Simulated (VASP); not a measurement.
Runs of VASP 6.6.1 on TiB2. Symmetry: P6/mmm, No. 191, hexagonal system. The conventional cell has a = 3.029 Å, b = 3.029 Å, c = 3.228 Å, α = 90.00°, β = 90.00°, γ = 120.00°. Ti (site symmetry 6/mmm) has 12 B at 2.38 Å and 6 Ti at 3.03 Å within 3.1 Å. B (site symmetry -6m2) has 3 B at 1.75 Å within 2.3 Å. 

```tsv
k mesh	gap on the mesh (eV)	pressure (GPa)
4 × 4 × 3	none	0.8
5 × 5 × 4	none	0.7
10 × 10 × 9	none	(a)
8 × 8 × 7	none	(b)
3 × 3 × 2	none	0.1
```

Alike in all rows: task single point; level PBE; potentials or basis VASP PAW PBE potentials, release 64 (Ti_sv, B); no spin polarisation; cell as given; cutoff (eV) 520; smearing fermi-dirac 0.1 eV.

Question: Estimate the missing entries.

Answer: (a) 0.5; (b) 0.4.

Caveats: some runs use coarse meshes.

A gap of «none» marks levels without a gap at the run's occupations.
